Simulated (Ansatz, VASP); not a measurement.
## Te2Mo: VASP beside Ansatz

INCAR

```
SYSTEM = Te2Mo
PREC = Accurate
ENCUT = 520
EDIFF = 1E-6
ISMEAR = 0
SIGMA = 0.02
LREAL = .FALSE.
LASPH = .TRUE.
NELM = 80
ALGO = Normal
ISIF = 2
LWAVE = .FALSE.
LCHARG = .TRUE.
LELF = .TRUE.
LVHAR = .TRUE.
NBANDS = 20
```

KPOINTS

```
regular mesh
0
G
  12 12 2
  0 0 0
```

POSCAR

```
Te2Mo
1.0
    3.3105533599      0.0000000000      0.0000000000
   -1.6552766799      2.8670233102      0.0000000000
    0.0000000000      0.0000000000     17.9931579902
Te Mo
2 1
Direct
    0.3333333333      0.6666666667      0.8966537747
    0.3333333333      0.6666666667      0.1033462253
    0.0000000000      0.0000000000      0.0000000000
```

Input for Ansatz:

```yaml
crystal:
  lattice:
    - [3.3105533599, 0.0, 0.0]
    - [-1.6552766799, 2.8670233102, 0.0]
    - [0.0, 0.0, 17.9931579902]
  atoms:
    - { symbol: Te, position: [0.3333333333, 0.6666666667, 0.8966537747] }
    - { symbol: Te, position: [0.3333333333, 0.6666666667, 0.1033462253] }
    - { symbol: Mo, position: [0.0, 0.0, 0.0] }
basis:
  ecutwfc: 420
kpoints:
  mp_grid: { grid: [12, 12, 2] }
  band_path: { path: [VBM, CBM], npoints: 2 }
hamiltonian:
  xc: lda
scf:
  occupations: { method: gaussian, width: 0.02 }
output:
  forces: true
  stress: true
  eigenvalues: true
checkpoint:
  read: start.run
  write: ck
  compress: false
  write_wavefunctions: false
  write_every: 100000
```

Alike in both runs: task single point; functional LDA; k mesh 12 × 12 × 2; occupations gaussian, width 0.02 eV; no spin polarisation.

|  | VASP | Ansatz |
| --- | --- | --- |
| version | VASP 6.6.1 | Ansatz 0.2.0 |
| potentials or method | VASP PAW LDA potentials, release 64 (Te, Mo_sv), cutoff 520 eV | scalar-relativistic, plane waves, PAW |
| valence electrons in the cell | 26 | 46 |

Ansatz gave:

* gap on the k mesh at the Fermi level (eV): 0.83
* least direct gap on the mesh (eV): 1.36
* rms of the force components (eV/Å): 0.001

Task: Estimate VASP's values.

Result: gap on the k mesh at the Fermi level (eV): 0.82; least direct gap on the mesh (eV): 1.36; rms of the force components (eV/Å): 0.027.

LDA's correlation is that of Perdew and Zunger in VASP and of Perdew and Wang (1992) in Ansatz. Atom by atom the forces differ by 0.028 eV/Å (rms over components). VASP's potentials hold 26 valence electrons a cell and Ansatz's 46, so a difference there can come from the potentials and not from the codes.

Spin-orbit coupling is off throughout.
